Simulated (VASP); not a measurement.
Input of a VASP 6.6.1 run:

The input INCAR:

```
SYSTEM = Ta
ALGO     = Normal         ! electronic algorithm
EDIFF    = 1E-6           ! SCF threshold, eV
EDIFFG   = -0.01          ! ionic threshold
ENCUT    = 600            ! plane-wave cutoff, eV
GGA      = RP             ! functional
IBRION   = 2              ! ionic algorithm
ISIF     = 3              ! what is computed and relaxed
ISMEAR   = -1             ! smearing method
LASPH    = .True.         ! aspherical terms in the spheres
LCHARG   = .False.        ! write CHGCAR
LREAL    = .False.        ! projectors in reciprocal space
LWAVE    = .False.        ! write WAVECAR
NELM     = 60             ! most SCF steps
NSW      = 80             ! ionic steps
PREC     = Accurate       ! precision mode
SIGMA    = 0.1            ! smearing width, eV
```

File KPOINTS:

```
k-points
0
Gamma
  9 9 9
  0 0 0
```

Contents of POSCAR:

```
Ta
1.0
    0.0000000000      2.8998653517      2.8998653517
    2.8998653517      0.0000000000      2.8998653517
    2.8998653517      2.8998653517      0.0000000000
Ta
2
Direct
    0.1250000000      0.1250000000      0.1250000000
    0.8750000000      0.8750000000      0.8750000000
```

Potentials or basis: VASP PAW PBE potentials, release 64 (Ta_pv).

Launch:

```console
$ cat potpaw_PBE.64/Ta_pv/POTCAR > POTCAR
$ mpirun -np 1 vasp_std > vasp.out
```

Q: What does it give for the relaxed volume?

A: 29.24 Å³/atom.

Q: Estimate the space group after relaxing (to 0.1 Å).

A: Fd-3m (No. 227).

Q: Estimate the band gap on the k mesh.

A: Zero (bands 11 and 12 overlap by 0.68 eV).

The path:
```tsv
step	energy change (eV)	largest force (eV/Å)	pressure (GPa)	volume (Å³)
1	0.0000	0.0000	16.29	48.77
2	-0.1579	0.0000	-7.90	68.46
3	-0.4347	0.0000	-0.20	58.69
4	-0.4348	0.0000	0.05	58.48
```

Caveat: the volume moved by over 15 % at a fixed basis, so the end points are rough; the PAW data sets were made with another functional, which shifts forces and pressure a little; spin-orbit coupling is left out, which moves the levels of the heavy elements.
